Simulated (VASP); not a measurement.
## Ca: single point with PBE

Ca:

```
CELL_PARAMETERS angstrom
-2.26600 2.26600 2.11052
2.26600 -2.26600 2.11052
2.26600 2.26600 -2.11052
ATOMIC_POSITIONS crystal
Ca 0.00000 0.00000 0.00000
```

```json
{"Program": "VASP 6.6.1", "Task": "single point", "Functional": "PBE", "Potentials or basis": "VASP PAW PBE potentials, release 64 (Ca_sv)", "Cutoff": "520 eV", "k mesh": "18 × 18 × 18", "Occupations": "gaussian, width 0.1 eV", "Spin": "no spin polarisation", "Dipole correction": "no", "Further INCAR settings": "ALGO = Fast; EDIFF = 1e-06; NBANDS = 11"}
```

```json
{"Pressure": "-0.5 GPa", "Band gap on the k mesh": "zero (bands 5 and 6 overlap by 0.46 eV)"}
```

Levels at points of the mesh, in eV from the Fermi level:
```tsv
k point	band 3	band 4	band 5	band 6	band 7	band 8
(0.00, 0.00, 0.00)	-23.05	-23.05	-4.03	2.04	2.37	2.37
(0.50, 0.00, 0.00)	-23.10	-23.06	-0.84	0.03	1.19	3.21
(0.50, 0.50, 0.00)	-23.10	-23.05	-1.01	-0.21	1.59	2.92
(0.50, 0.50, 0.50)	-23.15	-23.14	0.00	0.12	3.43	3.43
```

Run time: 3.2 min on 1 thread of Intel(R) Xeon(R) Platinum 8375C CPU @ 2.90GHz (Ice Lake), with other jobs on the host, peak memory 0.34 GiB.
